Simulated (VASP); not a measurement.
# SrTiO3 (P2/m) in VASP: single point with r2SCAN+U

Aim: the single point of SrTiO3 with r2SCAN+U.

Program: VASP 6.6.1. These are calculated values, not measurements. Logs are shortened: lines on timing, memory, paths and dates and some standing lists are left out, and cuts for length are marked.

### Step 1. The cell of the first run

The typed cell holds 5 atoms: a = 3.918 Å, b = 3.918 Å, c = 3.922 Å, α = 90.00°, β = 87.42°, γ = 90.00°.

### Step 2. Single point, r2SCAN+U (shear of c along a, cell held: +4.5 %)

POSCAR reads:

```
SrTiO3
1.0
    3.9177112476      0.0000000000      0.0000000000
    0.0000000000      3.9177112476      0.0000000000
    0.1762970061      0.0000000000      3.9177112476
Sr Ti O
1 1 3
Direct
    0.0000000000      0.0000000000      0.0000000000
    0.5000000000      0.5000000000      0.5000000000
    0.5000000000      0.0000000000      0.5000000000
    0.5000000000      0.5000000000      0.0000000000
    0.0000000000      0.5000000000      0.5000000000
```

INCAR.step1 reads:

```
PREC = Accurate ; ENCUT = 910
ISMEAR = 0 ; SIGMA = 0.02
LREAL = False ; LASPH = True
NELM = 200 ; LMAXMIX = 4
LDAU = True ; LDAUTYPE = 2
LDAUL = -1 2 -1 ; LDAUU = 0 4 0
LDAUJ = 0 0 0 ; NBANDS = 28
GGA = PE ; ALGO = Normal
EDIFF = 1E-5 ; LWAVE = True
LCHARG = False ; GGA_COMPAT = False
```

INCAR.step2 reads:

```
PREC = Accurate ; ENCUT = 910
EDIFF = 1E-6 ; ISMEAR = 0
SIGMA = 0.02 ; LREAL = False
LASPH = True ; NELM = 200
ALGO = Normal ; ISIF = 2
LWAVE = False ; LCHARG = False
LMAXMIX = 4 ; LDAU = True
LDAUTYPE = 2 ; LDAUL = -1 2 -1
LDAUU = 0 4 0 ; LDAUJ = 0 0 0
LDAUPRINT = 1 ; METAGGA = R2SCAN
LMIXTAU = True ; NBANDS = 28
ISTART = 1 ; GGA_COMPAT = False
```

KPOINTS reads:

```
regular mesh
0
Gamma
  6 6 6
```

Potentials or basis: VASP PAW PBE potentials, release 64 (Sr_sv, Ti_sv, O_h).

Command:

```bash
$ cat potpaw_PBE.64/Sr_sv/POTCAR potpaw_PBE.64/Ti_sv/POTCAR potpaw_PBE.64/O_h/POTCAR > POTCAR
$ cp INCAR.step1 INCAR
$ mpirun -np 1 vasp_std > vasp.out
$ cp INCAR.step2 INCAR
$ mpirun -np 1 vasp_std > vasp.out
```

OUTCAR:

```text
PREC = Accurate
   ENCUT = 910
   EDIFF = 1E-6
   ISMEAR = 0
   LREAL = False
   LASPH = True
   NELM = 200
   ISIF = 2
   METAGGA = R2SCAN
   ISTART = 1

 ion  position               nearest neighbor table
   1  0.000  0.000  0.000-   3 2.71   3 2.71   4 2.77   4 2.77   4 2.77   4 2.77   5 2.77   5 2.77
                             5 2.77   5 2.77   3 2.83   3 2.83   2 3.34   2 3.34   2 3.34   2 3.34
   2  0.500  0.500  0.500-   3 1.96   5 1.96   3 1.96   5 1.96   4 1.96   4 1.96   1 3.34   1 3.34
                             1 3.34   1 3.34   1 3.44   1 3.44   1 3.44   1 3.44
   3  0.500  0.000  0.500-   2 1.96   2 1.96   1 2.71   1 2.71   1 2.83   1 2.83
   4  0.500  0.500  0.000-   2 1.96   2 1.96   1 2.77   1 2.77   1 2.77   1 2.77
   5  0.000  0.500  0.500-   2 1.96   2 1.96   1 2.77   1 2.77   1 2.77   1 2.77

  LATTYP: Found a simple monoclinic cell.
 ALAT       =     3.9177112476
 B/A-ratio  =     1.0000000000
 C/A-ratio  =     1.0010119879
 COS(beta)  =    -0.0449545066

  Lattice vectors:

 A1 = (   3.9177112476,   0.0000000000,   0.0000000000)
 A2 = (   0.0000000000,  -3.9177112476,   0.0000000000)
 A3 = (  -0.1762970061,   0.0000000000,  -3.9177112476)

Analysis of symmetry for initial positions (statically):
=====================================================================
 Subroutine PRICEL returns:
 Original cell was already a primitive cell.

 Routine SETGRP: Setting up the symmetry group for a
 simple monoclinic supercell.

 Subroutine GETGRP returns: Found  4 space group operations
 (whereof  4 operations were pure point group operations)
 out of a pool of  4 trial point group operations.

The static configuration has the point symmetry C_2h.

Analysis of symmetry for dynamics (positions and initial velocities):
=====================================================================
 Subroutine PRICEL returns:
 Original cell was already a primitive cell.

 Routine SETGRP: Setting up the symmetry group for a
 simple monoclinic supercell.

 Subroutine GETGRP returns: Found  4 space group operations
 (whereof  4 operations were pure point group operations)
 out of a pool of  4 trial point group operations.

The dynamic configuration has the point symmetry C_2h.

 Subroutine INISYM returns: Found  4 space group operations
 (whereof  4 operations are pure point group operations),
 and found     1 'primitive' translations

----------------------------------------------------------------------------------------

                                     Primitive cell

  volume of cell :      60.1308

  direct lattice vectors                    reciprocal lattice vectors
     3.917711248  0.000000000  0.000000000     0.255251073  0.000000000 -0.011486298
     0.000000000  3.917711248  0.000000000     0.000000000  0.255251073  0.000000000
     0.176297006  0.000000000  3.917711248     0.000000000  0.000000000  0.255251073

  length of vectors
     3.917711248  3.917711248  3.921675924     0.255509384  0.255251073  0.255251073

  position of ions in fractional coordinates (direct lattice)
     0.000000000  0.000000000  0.000000000
     0.500000000  0.500000000  0.500000000
     0.500000000  0.000000000  0.500000000
     0.500000000  0.500000000  0.000000000
     1.000000000  0.500000000  0.500000000

  ion indices of the primitive-cell ions
   primitive index   ion index
                 1           1
                 2           2
                 3           3
                 4           4
                 5           5

----------------------------------------------------------------------------------------

 KPOINTS: regular mesh

Automatic generation of k-mesh.
 Grid dimensions read from file:
 generate k-points for:    6    6    6
[... 56 lines left out ...]
   ISTART =      1    job   : 0-new  1-cont  2-samecut
   ICHARG =      0    charge: 1-file 2-atom 10-const
   ISPIN  =      1    spin polarized calculation?
   LNONCOLLINEAR =      F non collinear calculations
   LSORBIT =      F    spin-orbit coupling
   LASPH  =      T    aspherical Exc in radial PAW
   ENCUT  =  910.0 eV  66.88 Ry    8.18 a.u.   9.64  9.64  9.65*2*pi/ulx,y,z
   NELM   =    200;   NELMIN=  2; NELMDL=  0     # of ELM steps
   EDIFF  = 0.1E-05   stopping-criterion for ELM
   LREAL  =      F    real-space projection
   EDIFFG = 0.1E-04   stopping-criterion for IOM
   NSW    =      0    number of steps for IOM
   IBRION =     -1    ionic relax: 0-MD 1-quasi-New 2-CG
   NFREE  =      0    steps in history (QN), initial steepest desc. (CG)
   ISIF   =      2    stress and relaxation
   ISYM   =      2    0-nonsym 1-usesym 2-fastsym
   POTIM  = 0.5000    time-step for ionic-motion
   TEBEG  =    0.0;   TEEND  =   0.0 temperature during run
   PSTRESS=    0.0 pullay stress
   NELECT =      40.0000    total number of electrons
   NUPDOWN=      -1.0000    fix difference up-down
   EMIN   =  10.00;   EMAX   =-10.00  energy-range for DOS
   EFERMI =   0.00;   METHOD = LEGACY
   ISMEAR =     0;   SIGMA  =   0.02  broadening in eV -4-tet -1-fermi 0-gaus
   EFERMI_NEDOS =   21; number of points for ismear=-14 and -15
   IALGO  =     38    algorithm
   IMIX   =      4    mixing-type and parameters
     AMIX     =   0.40;   BMIX     =  1.00
     AMIX_MAG =   1.60;   BMIX_MAG =  1.00
  volume/ion in A,a.u.               =      12.03        81.16
  Fermi-wavevector in a.u.,A,eV,Ry     =   1.429099  2.700606 27.787516  2.042325
  Thomas-Fermi vector in A             =   2.549090
   LORBIT       =      0    0 simple, 1 ext, 2 COOP (PROOUT), +10 PAW based schemes
 LDA+U is selected, type is set to LDAUTYPE =  2
   angular momentum for each species LDAUL =    -1    2   -1
   U (eV)           for each species LDAUU =   0.0  4.0  0.0
   J (eV)           for each species LDAUJ =   0.0  0.0  0.0
   METAGGA = R2SCAN    functional components
   LHFCALC =     F    Hartree Fock is set to
   AEXX    =    0.0000 exact exchange contribution
   IVDW    =     0    specifies the selected vdW correction
   LEPSILON=     F    determine dielectric tensor
   LRPA    =     F    only Hartree local field effects (RPA)
 non-spin polarized calculation
 Gauss-broadening in eV      SIGMA  =   0.02
  energy-cutoff  :      910.00
  volume of cell :       60.13
 maximum number of plane-waves:      3779
 NGX is ok and might be reduce to    40
   NGX = 19   NGY = 19   NGZ = 19

atom =   2  type =  2  l = 2

 onsite density matrix

spin component  1

  0.0946 -0.0004  0.0000  0.0000  0.0000
 -0.0004  0.0944  0.0000  0.0000  0.0000
  0.0000  0.0000  0.2480  0.0078 -0.0001
  0.0000  0.0000  0.0078  0.0950 -0.0003
  0.0000  0.0000 -0.0001 -0.0003  0.2490

spin component  2

  0.0946 -0.0004  0.0000  0.0000  0.0000
 -0.0004  0.0944  0.0000  0.0000  0.0000
  0.0000  0.0000  0.2480  0.0078 -0.0001
  0.0000  0.0000  0.0078  0.0950 -0.0003
  0.0000  0.0000 -0.0001 -0.0003  0.2490

 occupancies and eigenvectors

  o =  0.0941  v = -0.6183 -0.7859  0.0000  0.0000  0.0000  0.0000  0.0000  0.0000  0.0000  0.0000      0.0000  0.0000  0.0000  0.0000  0.0000  0.0000  0.0000  0.0000  0.0000  0.0000
  o =  0.0941  v =  0.0000  0.0000  0.0000  0.0000  0.0000 -0.6183 -0.7859  0.0000  0.0000  0.0000      0.0000  0.0000  0.0000  0.0000  0.0000  0.0000  0.0000  0.0000  0.0000  0.0000
  o =  0.0946  v =  0.0000  0.0000 -0.0506  0.9987  0.0020  0.0000  0.0000  0.0000  0.0000  0.0000      0.0000  0.0000  0.0000  0.0000  0.0000  0.0000  0.0000  0.0000  0.0000  0.0000
  o =  0.0946  v =  0.0000  0.0000  0.0000  0.0000  0.0000  0.0000  0.0000 -0.0506  0.9987  0.0020      0.0000  0.0000  0.0000  0.0000  0.0000  0.0000  0.0000  0.0000  0.0000  0.0000
  o =  0.0949  v =  0.0000  0.0000  0.0000  0.0000  0.0000 -0.7859  0.6183  0.0000  0.0000  0.0000      0.0000  0.0000  0.0000  0.0000  0.0000  0.0000  0.0000  0.0000  0.0000  0.0000
  o =  0.0949  v = -0.7859  0.6183  0.0000  0.0000  0.0000  0.0000  0.0000  0.0000  0.0000  0.0000      0.0000  0.0000  0.0000  0.0000  0.0000  0.0000  0.0000  0.0000  0.0000  0.0000
  o =  0.2484  v =  0.0000  0.0000  0.9901  0.0499  0.1313  0.0000  0.0000  0.0000  0.0000  0.0000      0.0000  0.0000  0.0000  0.0000  0.0000  0.0000  0.0000  0.0000  0.0000  0.0000
  o =  0.2484  v =  0.0000  0.0000  0.0000  0.0000  0.0000  0.0000  0.0000  0.9901  0.0499  0.1313      0.0000  0.0000  0.0000  0.0000  0.0000  0.0000  0.0000  0.0000  0.0000  0.0000
  o =  0.2490  v =  0.0000  0.0000  0.0000  0.0000  0.0000  0.0000  0.0000 -0.1310 -0.0086  0.9913      0.0000  0.0000  0.0000  0.0000  0.0000  0.0000  0.0000  0.0000  0.0000  0.0000
  o =  0.2490  v =  0.0000  0.0000 -0.1310 -0.0086  0.9913  0.0000  0.0000  0.0000  0.0000  0.0000      0.0000  0.0000  0.0000  0.0000  0.0000  0.0000  0.0000  0.0000  0.0000  0.0000

 number of electron      40.0000009 magnetization

 Free energy of the ion-electron system (eV)
  ---------------------------------------------------
  ext. energy  EPLUGINS =         0.00000000
  ---------------------------------------------------
  free energy    TOTEN  =       -60.69032177 eV

  energy without entropy =      -60.69032177  energy(sigma->0) =      -60.69032177

 E-fermi :   4.4264     XC(G=0): -11.8873

 val. band max:        4.3089884742   @ k =   0.5000   0.5000   0.5000
 cond. band min:       7.0300083423   @ k =   0.0000   0.0000   0.0000
 fundamental gap:      2.7210198681
 Fermi energy:         4.4264220144

 k-point     1 :       0.0000    0.0000    0.0000
  band No.  band energies     occupation
      1     -55.4445      2.00000
      2     -30.6045      2.00000
      3     -30.5853      2.00000
      4     -30.5626      2.00000
      5     -29.6162      2.00000
      6     -14.1620      2.00000
[... 733 lines left out ...]
     27      11.4320      0.00000
     28      12.4470      0.00000

 [... further k-points ...]

------------------------ aborting loop because EDIFF is reached ----------------------------------------

  FORCE on cell =-STRESS in cart. coord.  units (eV):
  Direction    XX          YY          ZZ          XY          YZ          ZX
  --------------------------------------------------------------------------------------
  -------------------------------------------------------------------------------------
  Total        1.1227633      1.1547674      1.2065019      0.0000000      0.0000000     -2.0585564
  in kB       29.9158631     30.7686073     32.1470640      0.0000000      0.0000000    -54.8499313
  external PRESSURE =      30.9438448 kB  Pullay stress =       0.0000000 kB

 VOLUME and BASIS-vectors are now :
 -----------------------------------------------------------------------------
  energy-cutoff  :      910.00
  volume of cell :       60.13
      direct lattice vectors                 reciprocal lattice vectors
     3.917711248  0.000000000  0.000000000     0.255251073  0.000000000 -0.011486298
     0.000000000  3.917711248  0.000000000     0.000000000  0.255251073  0.000000000
     0.176297006  0.000000000  3.917711248     0.000000000  0.000000000  0.255251073

 POSITION                                       TOTAL-FORCE (eV/Angst)
 -----------------------------------------------------------------------------------
      0.00000      0.00000      0.00000         0.000000      0.000000      0.000000
      2.04700      1.95886      1.95886         0.000000      0.000000      0.000000
      2.04700      0.00000      1.95886         0.000000      0.000000      0.000000
      1.95886      1.95886      0.00000         0.000000      0.000000      0.000000
      0.08815      1.95886      1.95886        -0.000000      0.000000      0.000000
 -----------------------------------------------------------------------------------
    total drift:                               -0.000000      0.000000     -0.000000

  FREE ENERGIE OF THE ION-ELECTRON SYSTEM (eV)
  ---------------------------------------------------
  free  energy   TOTEN  =       -60.6903217729 eV

  energy  without entropy=      -60.6903217729  energy(sigma->0) =      -60.69032177
```

Wall time 19 min (1 thread of Intel Xeon Platinum 8259CL at 2.50GHz (Skylake/Cascade Lake), shared host); peak memory 0.49 GiB.

Results:

| Item | Value |
| --- | --- |
| Free energy | -60.6903 eV |
| Pressure | 3.1 GPa |
| Band gap on the k mesh | 2.72 eV (least direct gap 3.05 eV) |

Levels at points of the mesh, in eV from the valence-band top:
```tsv
k point	band 17	band 18	band 19	band 20	band 21	band 22	band 23	band 24
(0.00, 0.00, 0.00)	-1.16	-0.57	-0.48	-0.33	2.72	2.79	2.89	4.56
(0.50, 0.00, 0.00)	-2.26	-2.03	-0.87	-0.86	3.00	4.54	4.64	4.66
(0.00, 0.50, 0.00)	-2.25	-2.01	-1.08	-0.63	3.00	4.57	4.60	4.67
(0.50, 0.50, 0.00)	-1.98	-1.64	-1.63	-0.12	4.63	4.65	5.15	5.53
(0.00, 0.00, 0.50)	-2.25	-2.03	-0.87	-0.86	3.00	4.54	4.63	4.65
(0.50, 0.00, 0.50)	-1.98	-1.67	-1.62	-0.09	4.58	4.71	5.14	5.55
(0.00, 0.50, 0.50)	-1.98	-1.65	-1.63	-0.12	4.62	4.65	5.15	5.54
(0.50, 0.50, 0.50)	-3.60	-0.06	0.00	0.00	5.30	5.34	5.40	7.35
```

Eigenvalues of the final occupation matrices:
| site | spin | trace | eigenvalues |
| --- | --- | --- | --- |
| site 2 d | 1 | 0.78 | 0.09 0.09 0.09 0.25 0.25 |
| site 2 d | 2 | 0.78 | 0.09 0.09 0.09 0.25 0.25 |

Caveat: the cell differs from its parent crystal (shear of c along a, cell held: +4.5 %); the cell stands under pressure; the PAW data sets were made with another functional, which shifts forces and pressure a little. A k mesh can miss the band edges.
